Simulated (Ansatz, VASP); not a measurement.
Two plane-wave programs on Al

Contents of INCAR:

```
PREC = Accurate
ENCUT = 520
EDIFF = 1E-6
ISMEAR = 0
SIGMA = 0.15
LREAL = F
LASPH = T
NELM = 80
ALGO = Fast
ISIF = 2
LWAVE = F
LCHARG = T
GGA = PS
LELF = T
LVHAR = T
NBANDS = 14
```

Contents of KPOINTS:

```
Automatic mesh
0
Gamma
  10 10 10
```

File POSCAR:

```
Al
1.0
    0.0000000000     -3.2128780077      3.2128780077
    3.2128780077     -3.2128780077      0.0000000000
    3.2128780077      0.0000000000      3.2128780077
Al
4
Direct
   -0.0132645172      0.0067133640     -0.0154140472
    0.1948255236      0.2548273946      0.2656353792
    0.5362679227      0.5734339464      0.4472039197
    0.7821710709      0.6650252950      0.8025747483
```

Input for Ansatz:

```yaml
crystal:
  lattice:
    - [0.0, -3.2128780077, 3.2128780077]
    - [3.2128780077, -3.2128780077, 0.0]
    - [3.2128780077, 0.0, 3.2128780077]
  atoms:
    - { symbol: Al, position: [-0.0132645172, 0.006713364, -0.0154140472] }
    - { symbol: Al, position: [0.1948255236, 0.2548273946, 0.2656353792] }
    - { symbol: Al, position: [0.5362679227, 0.5734339464, 0.4472039197] }
    - { symbol: Al, position: [0.7821710709, 0.665025295, 0.8025747483] }
basis:
  ecutwfc: 420
kpoints:
  mp_grid: { grid: [10, 10, 10] }
hamiltonian:
  xc: pbesol
scf:
  occupations: { method: gaussian, width: 0.15 }
output:
  forces: true
  stress: true
  eigenvalues: true
  write_density: true
  write_potential: true
  elf: true
  volumetric_format: npy
```

Change from the starting cell: all atoms moved at random, sigma 0.15 Å a component.

Alike in both runs: task single point; functional PBEsol; k mesh 10 × 10 × 10; occupations gaussian, width 0.15 eV; no spin polarisation.

```csv
,VASP,Ansatz
version,VASP 6.6.1,Ansatz 0.2.0
potentials or method,"VASP PAW PBE potentials, release 64 (Al), cutoff 520 eV","scalar-relativistic, plane waves, PAW"
valence electrons in the cell,12,12
```

```tsv
	VASP	Ansatz	Ansatz less VASP
gap on the k mesh at the Fermi level (eV)	none	none	-
pressure (GPa)	6.4	6.3	-0.09
traceless stress, the component that is largest in VASP (GPa)	-3.10	-3.09	+0.013
rms of the force components (eV/Å)	1.006	1.001	-0.0052
```

VASP's potentials were made for PBE, not for PBEsol. Atom by atom the forces differ by 0.005 eV/Å (rms over components). A gap of «none» marks a metal or a gap that the smearing closes. The functional is the same, so the differences come from potentials, cutoffs and numerics.
